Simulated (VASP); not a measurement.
# KI (Pm-3m) in VASP: notebook, part 2 of 3

VASP 6.6.1. Earlier steps stand in the parts before.

## 3. Single point, BLYP+D3(BJ)

This run uses another cell than the first one, of 37.19 Å³/atom, 1.059 times its volume.

INCAR reads:

```
AGGAC = 1.0 ; AGGAX = 1.0
ALDAC = 0.0 ; ALDAX = 1.0
ALGO = Normal ; EDIFF = 1E-6
ENCUT = 520 ; GGA = B5
ISIF = 2 ; ISMEAR = 0
IVDW = 12 ; LASPH = T
LCHARG = T ; LELF = T
LREAL = F ; LVHAR = T
LWAVE = F ; NBANDS = 15
NELM = 80 ; PREC = Accurate
SIGMA = 0.01 ; VDW_A1 = 0.4298
VDW_A2 = 4.2359 ; VDW_S6 = 1.0
VDW_S8 = 2.6996
```

KPOINTS reads:

```
k-points
0
Gamma
  4 4 4
```

POSCAR reads:

```
KI
1.0
    4.2055603349      0.0000000000      0.0000000000
    0.0000000000      4.2055603349      0.0000000000
    0.0000000000      0.0000000000      4.2055603349
K I
1 1
Direct
    0.0000000000      0.0000000000      0.0000000000
    0.5000000000      0.5000000000      0.5000000000
```

Potentials or basis: VASP PAW PBE potentials, release 64 (K_sv, I).

The run is started by

```bash
$ cat potpaw_PBE.64/K_sv/POTCAR potpaw_PBE.64/I/POTCAR > POTCAR
$ mpirun -np 1 vasp_std > vasp.out
```

OUTCAR:

```text
EDIFF = 1E-6
   ENCUT = 520
   GGA = B5
   ISIF = 2
   ISMEAR = 0
   IVDW = 12
   LASPH = T
   LREAL = F
   NELM = 80
   PREC = Accurate
 IVDW          = 12

 ion  position               nearest neighbor table
   1  0.000  0.000  0.000-   2 3.64   2 3.64   2 3.64   2 3.64   2 3.64   2 3.64   2 3.64   2 3.64

   2  0.500  0.500  0.500-   1 3.64   1 3.64   1 3.64   1 3.64   1 3.64   1 3.64   1 3.64   1 3.64

  LATTYP: Found a simple cubic cell.
 ALAT       =     4.2055603349

  Lattice vectors:

 A1 = (   4.2055603349,   0.0000000000,   0.0000000000)
 A2 = (   0.0000000000,   4.2055603349,   0.0000000000)
 A3 = (   0.0000000000,   0.0000000000,   4.2055603349)

Analysis of symmetry for initial positions (statically):
=====================================================================
 Subroutine PRICEL returns:
 Original cell was already a primitive cell.

 Routine SETGRP: Setting up the symmetry group for a
 simple cubic supercell.

 Subroutine GETGRP returns: Found 48 space group operations
 (whereof 48 operations were pure point group operations)
 out of a pool of 48 trial point group operations.

The static configuration has the point symmetry O_h .

Analysis of symmetry for dynamics (positions and initial velocities):
=====================================================================
 Subroutine PRICEL returns:
 Original cell was already a primitive cell.

 Routine SETGRP: Setting up the symmetry group for a
 simple cubic supercell.

 Subroutine GETGRP returns: Found 48 space group operations
 (whereof 48 operations were pure point group operations)
 out of a pool of 48 trial point group operations.

The dynamic configuration has the point symmetry O_h .

 Subroutine INISYM returns: Found 48 space group operations
 (whereof 48 operations are pure point group operations),
 and found     1 'primitive' translations

[... 106 lines left out ...]
   AEXX    =    0.0000 exact exchange contribution
   IVDW    =    12    specifies the selected vdW correction
   LEPSILON=     F    determine dielectric tensor
   LRPA    =     F    only Hartree local field effects (RPA)
 non-spin polarized calculation
 Gauss-broadening in eV      SIGMA  =   0.01
  energy-cutoff  :      520.00
  volume of cell :       74.38
 maximum number of plane-waves:      2016
 NGX is ok and might be reduce to    32
   NGX = 15   NGY = 15   NGZ = 15

 number of electron      15.9999996 magnetization

 Free energy of the ion-electron system (eV)
  ---------------------------------------------------
  ext. energy  EPLUGINS =         0.00000000
  ---------------------------------------------------
  free energy    TOTEN  =        -4.79376642 eV

  energy without entropy =       -4.79376642  energy(sigma->0) =       -4.79376642

 E-fermi :   1.7149     XC(G=0):  -7.5466

 val. band max:        1.6689335733   @ k =   0.5000   0.5000   0.0000
 cond. band min:       5.2396964002   @ k =   0.0000   0.0000   0.0000
 fundamental gap:      3.5707628269
 Fermi energy:         1.7149010436

 k-point     1 :       0.0000    0.0000    0.0000
  band No.  band energies     occupation
      1     -27.7592      2.00000
      2     -11.2892      2.00000
      3     -11.2892      2.00000
      4     -11.2892      2.00000
      5      -9.6465      2.00000
      6       1.2786      2.00000
      7       1.2786      2.00000
      8       1.2786      2.00000
      9       5.2397      0.00000
     10       6.3656      0.00000
     11       6.3656      0.00000
     12       9.9506      0.00000
     13       9.9506      0.00000
     14       9.9506      0.00000
[... 149 lines left out ...]
      2     -11.3655      2.00000
      3     -11.3655      2.00000
      4     -11.3655      2.00000
      5      -9.0377      2.00000
      6      -0.1572      2.00000
      7      -0.1572      2.00000
      8      -0.1572      2.00000
      9       7.4463      0.00000
     10       7.4463      0.00000
     11       7.4463      0.00000
     12      10.5916      0.00000
     13      10.5916      0.00000
     14      10.5916      0.00000
     15      11.0013      0.00000

------------------------ aborting loop because EDIFF is reached ----------------------------------------

 Edisp (eV)   -1.31952

 E8    (eV) :    -1.0185

  FORCE on cell =-STRESS in cart. coord.  units (eV):
  Direction    XX          YY          ZZ          XY          YZ          ZX
  --------------------------------------------------------------------------------------
  -------------------------------------------------------------------------------------
  Total       0.04143     0.04143     0.04143     0.00000    -0.00000     0.00000
  in kB       0.89248     0.89248     0.89248     0.00000    -0.00000     0.00000
  external pressure =        0.89 kB  Pullay stress =        0.00 kB

 VOLUME and BASIS-vectors are now :
 -----------------------------------------------------------------------------
  energy-cutoff  :      520.00
  volume of cell :       74.38
      direct lattice vectors                 reciprocal lattice vectors
     4.205560335  0.000000000  0.000000000     0.237780443  0.000000000  0.000000000
     0.000000000  4.205560335  0.000000000     0.000000000  0.237780443  0.000000000
     0.000000000  0.000000000  4.205560335     0.000000000  0.000000000  0.237780443

 POSITION                                       TOTAL-FORCE (eV/Angst)
 -----------------------------------------------------------------------------------
      0.00000      0.00000      0.00000         0.000000      0.000000      0.000000
      2.10278      2.10278      2.10278         0.000000      0.000000      0.000000
 -----------------------------------------------------------------------------------
    total drift:                                0.000000     -0.000000     -0.000000

  FREE ENERGIE OF THE ION-ELECTRON SYSTEM (eV)
  ---------------------------------------------------
  free  energy   TOTEN  =        -6.1132819904 eV

  energy  without entropy=       -6.1132819904  energy(sigma->0) =       -6.11328199
```

OSZICAR:

```text
N       E                     dE             d eps       ncg     rms          rms(c)
DAV:   1     0.875669105960E+02    0.87567E+02   -0.67087E+03   300   0.921E+02
DAV:   2     0.657073779807E-01   -0.87501E+02   -0.81678E+02   370   0.217E+02
DAV:   3    -0.473785112554E+01   -0.48036E+01   -0.47821E+01   420   0.437E+01
DAV:   4    -0.492870736181E+01   -0.19086E+00   -0.19082E+00   437   0.793E+00
DAV:   5    -0.493034617199E+01   -0.16388E-02   -0.16388E-02   427   0.775E-01    0.338E+00
DAV:   6    -0.481763906388E+01    0.11271E+00   -0.82904E-02   391   0.193E+00    0.245E+00
DAV:   7    -0.479273158188E+01    0.24907E-01   -0.10079E-01   377   0.185E+00    0.879E-01
DAV:   8    -0.479375249888E+01   -0.10209E-02   -0.16538E-02   363   0.853E-01    0.161E-01
DAV:   9    -0.479373697203E+01    0.15527E-04   -0.69213E-04   412   0.173E-01    0.695E-02
DAV:  10    -0.479376447898E+01   -0.27507E-04   -0.11964E-04   395   0.766E-02    0.190E-02
DAV:  11    -0.479376686801E+01   -0.23890E-05   -0.19318E-05   391   0.292E-02    0.198E-02
DAV:  12    -0.479376642250E+01    0.44550E-06   -0.57681E-07   291   0.600E-03
   1 F= -.61132820E+01 E0= -.61132820E+01  d E =-.176071E-12
```

It took 19 s on 1 thread of Intel Xeon 6975P-C, shared host; peak memory 0.18 GiB.

What came out:

| Quantity | Value |
| --- | --- |
| Free energy | -6.1133 eV |
| Pressure | 0.1 GPa |
| Band gap on the k mesh | 3.57 eV, indirect (least direct gap 3.90 eV) |
| Dispersion energy per atom | -0.660 eV |

Caveat: the PAW data sets were made with another functional, which shifts forces and pressure a little; spin-orbit coupling is left out, which moves the levels of the heavy elements.

## 4. Single point, PBEsol

This run uses another cell than the first one, of 37.91 Å³/atom, 1.079 times its volume.

INCAR reads:

```
SYSTEM = KI
PREC = Accurate ; ENCUT = 520
EDIFF = 1E-6 ; ISMEAR = 0
SIGMA = 0.01 ; LREAL = .False.
LASPH = .True. ; NELM = 60
ALGO = Normal ; ISIF = 2
LWAVE = .False. ; LCHARG = .False.
GGA = PS ; NBANDS = 15
```

KPOINTS reads:

```
Automatic mesh
0
Gamma
  4 4 4
  0 0 0
```

POSCAR reads:

```
KI
1.0
    4.2324169707      0.0000000000      0.0000000000
    0.0000000000      4.2324169707      0.0000000000
    0.0000000000      0.0000000000      4.2324169707
K I
1 1
Direct
    0.0000000000      0.0000000000      0.0000000000
    0.5000000000      0.5000000000      0.5000000000
```

Potentials or basis: VASP PAW PBE potentials, release 64 (K_sv, I).

The run is started by

```bash
$ cat potpaw_PBE.64/K_sv/POTCAR potpaw_PBE.64/I/POTCAR > POTCAR
$ mpirun -np 1 vasp_std > vasp.out
```

OUTCAR:

```text
SYSTEM = KI
   PREC = Accurate
   ENCUT = 520
   EDIFF = 1E-6
   ISMEAR = 0
   LREAL = .False.
   LASPH = .True.
   NELM = 60
   ISIF = 2
   GGA = PS

 ion  position               nearest neighbor table
   1  0.000  0.000  0.000-   2 3.67   2 3.67   2 3.67   2 3.67   2 3.67   2 3.67   2 3.67   2 3.67

   2  0.500  0.500  0.500-   1 3.67   1 3.67   1 3.67   1 3.67   1 3.67   1 3.67   1 3.67   1 3.67

  LATTYP: Found a simple cubic cell.
 ALAT       =     4.2324169707

  Lattice vectors:

 A1 = (   4.2324169707,   0.0000000000,   0.0000000000)
 A2 = (   0.0000000000,   4.2324169707,   0.0000000000)
 A3 = (   0.0000000000,   0.0000000000,   4.2324169707)

Analysis of symmetry for initial positions (statically):
=====================================================================
 Subroutine PRICEL returns:
 Original cell was already a primitive cell.

 Routine SETGRP: Setting up the symmetry group for a
 simple cubic supercell.

 Subroutine GETGRP returns: Found 48 space group operations
 (whereof 48 operations were pure point group operations)
 out of a pool of 48 trial point group operations.

The static configuration has the point symmetry O_h .

[... 160 lines left out ...]
      6       0.6767      2.00000
      7       0.6767      2.00000
      8       0.6767      2.00000
      9       4.3459      0.00000
     10       5.6360      0.00000
     11       5.6360      0.00000
     12       9.4918      0.00000
     13       9.4918      0.00000
     14       9.4918      0.00000
[... 149 lines left out ...]
      2     -11.6901      2.00000
      3     -11.6901      2.00000
      4     -11.6901      2.00000
      5      -9.6549      2.00000
      6      -0.7449      2.00000
      7      -0.7449      2.00000
      8      -0.7449      2.00000
      9       6.5951      0.00000
     10       6.5951      0.00000
     11       6.5951      0.00000
     12      10.0380      0.00000
     13      10.0380      0.00000
     14      10.0380      0.00000
     15      10.3834      0.00000

------------------------ aborting loop because EDIFF is reached ----------------------------------------

  FORCE on cell =-STRESS in cart. coord.  units (eV):
  Direction    XX          YY          ZZ          XY          YZ          ZX
  --------------------------------------------------------------------------------------
  -------------------------------------------------------------------------------------
  Total        0.0336832      0.0336832      0.0336832      0.0000000      0.0000000     -0.0000000
  in kB        0.7118008      0.7118008      0.7118008      0.0000000      0.0000000     -0.0000000
  external PRESSURE =       0.7118008 kB  Pullay stress =       0.0000000 kB

 VOLUME and BASIS-vectors are now :
 -----------------------------------------------------------------------------
  energy-cutoff  :      520.00
  volume of cell :       75.82
      direct lattice vectors                 reciprocal lattice vectors
     4.232416971  0.000000000  0.000000000     0.236271617  0.000000000  0.000000000
     0.000000000  4.232416971  0.000000000     0.000000000  0.236271617  0.000000000
     0.000000000  0.000000000  4.232416971     0.000000000  0.000000000  0.236271617

 POSITION                                       TOTAL-FORCE (eV/Angst)
 -----------------------------------------------------------------------------------
      0.00000      0.00000      0.00000         0.000000      0.000000      0.000000
      2.11621      2.11621      2.11621         0.000000      0.000000      0.000000
 -----------------------------------------------------------------------------------
    total drift:                                0.000000      0.000000     -0.000000

  FREE ENERGIE OF THE ION-ELECTRON SYSTEM (eV)
  ---------------------------------------------------
  free  energy   TOTEN  =        -5.7171839988 eV

  energy  without entropy=       -5.7171839988  energy(sigma->0) =       -5.71718400
```

It took 7.3 s on 1 thread of Intel Xeon 6975P-C, shared host; peak memory 0.18 GiB.

Results:

```
Free energy            : -5.7172 eV
Pressure               : 0.1 GPa
Band gap on the k mesh : 3.28 eV, indirect (least direct gap 3.67 eV)
```

Caveat: the PAW data sets were made with another functional, which shifts forces and pressure a little; spin-orbit coupling is left out, which moves the levels of the heavy elements.

## 5. Relaxation of cell and atoms, PBEsol+D3(BJ)

This run uses another cell than the first one, of 39.51 Å³/atom, 1.125 times its volume.

INCAR reads:

```
  ALGO = Normal
  EDIFF = 1E-6
  EDIFFG = -0.01
  ENCUT = 600
  GGA = PS
  IBRION = 2
  ISIF = 3
  ISMEAR = 0
  IVDW = 12
  LASPH = T
  LCHARG = F
  LREAL = F
  LWAVE = F
  NELM = 100
  NSW = 80
  PREC = Accurate
  SIGMA = 0.01
```

KPOINTS reads:

```
k-points
0
Gamma
  4 4 4
```

POSCAR reads:

```
KI
1.0
    4.2911970000      0.0000000000      0.0000000000
    0.0000000000      4.2911970000      0.0000000000
    0.0000000000      0.0000000000      4.2911970000
K I
1 1
Direct
    0.0000000000      0.0000000000      0.0000000000
    0.5000000000      0.5000000000      0.5000000000
```

The run is started by

```bash
$ cat potpaw_PBE.64/K_sv/POTCAR potpaw_PBE.64/I/POTCAR > POTCAR
$ mpirun -np 1 vasp_std > vasp.out
```

Wall time 31 s (1 thread of Intel Xeon 6975P-C, shared host); peak memory 0.23 GiB.

The run converged. Its results:

| Item | Value |
| --- | --- |
| Free energy | -6.2778 eV |
| Relaxed volume | 35.31 Å³/atom |
| Relaxed cell | a = 4.134 Å, b = 4.134 Å, c = 4.134 Å, α = 90.00°, β = 90.00°, γ = 90.00° |
| Space group after relaxing (to 0.05 Å) | Pm-3m (No. 221) |
| Energy gained by relaxing | 23.5 meV/atom |
| Ionic steps | 3 |
| Pressure after relaxing | 0.0 GPa |
| Band gap on the k mesh | 3.47 eV, indirect (least direct gap 3.66 eV) |
| Dispersion energy per atom | -0.291 eV |

Step by step:
```csv
step,energy change (eV),largest force (eV/Å),pressure (GPa),volume (Å³)
1,0.0000,0.0000,-1.59,79.02
2,-0.0346,0.0000,-0.91,74.62
3,-0.0470,0.0000,-0.03,70.63
```

Final structure:
```xyz
2
Lattice="4.1336 0.0000 0.0000 0.0000 4.1336 0.0000 0.0000 0.0000 4.1336" Properties=species:S:1:pos:R:3 pbc="T T T"
K     0.0000    0.0000    0.0000
I     2.0668    2.0668    2.0668
```

Levels at points of the mesh, in eV from the valence-band top:
```tsv
k point	band 6	band 7	band 8	band 9	band 10	band 11
(0.00, 0.00, 0.00)	-0.44	-0.44	-0.44	3.47	4.39	4.39
(0.50, 0.00, 0.00)	-2.78	-0.38	-0.38	5.63	5.95	6.84
(0.50, 0.50, 0.00)	-2.05	-2.05	0.00	3.66	5.60	6.67
(0.50, 0.50, 0.50)	-2.05	-2.05	-2.05	5.55	5.55	5.55
```

Caveat: the PAW data sets were made with another functional, which shifts forces and pressure a little; spin-orbit coupling is left out, which moves the levels of the heavy elements.

[end of part 2 of 3]
